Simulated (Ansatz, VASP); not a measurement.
Two plane-wave programs on BeTe

```
Be Te
1.0
     7.43320    0.00000    0.00000
     0.00000    4.23237    0.00000
     0.00000    0.00000    4.00748
Be Te
4 4
Direct
  0.75000 0.00000 0.35541
  0.00000 0.50000 0.00000
  0.25000 0.00000 0.64459
  0.50000 0.50000 0.00000
  0.75000 0.50000 0.64459
  0.00000 0.00000 0.00000
  0.25000 0.50000 0.35541
  0.50000 0.00000 0.00000
```

Alike in both runs: task relaxation of cell and atoms; functional PBE; k mesh 4 × 4 × 4; occupations gaussian, width 0.1 eV; no spin polarisation.

|  | VASP | Ansatz |
| --- | --- | --- |
| version | VASP 6.6.1 | Ansatz 0.2.0 |
| potentials or method | VASP PAW PBE potentials, release 64 (Be, Te), cutoff 600 eV | scalar-relativistic, plane waves, PAW |
| valence electrons in the cell | 32 | 72 |

Ansatz gave:

- gap on the k mesh at the Fermi level, each at its own relaxed structure (eV): none
- relaxed volume (Å³/atom): 19.51
- relaxed cell length with the largest relative difference (Å): 5.286

**Question.** Estimate VASP's values.

**Answer.** gap on the k mesh at the Fermi level, each at its own relaxed structure (eV): none; relaxed volume (Å³/atom): 19.52; relaxed cell length with the largest relative difference (Å): 5.304.

A gap of «none» marks a metal or a gap that the smearing closes. VASP's potentials hold 32 valence electrons a cell and Ansatz's 72, so a difference there can come from the potentials and not from the codes.

The k mesh is coarse, so the values compare programs but aren't converged. Spin-orbit coupling is off throughout. Noted on VASP's run: the volume moved by over 15 % at a fixed basis, so the end points are rough.
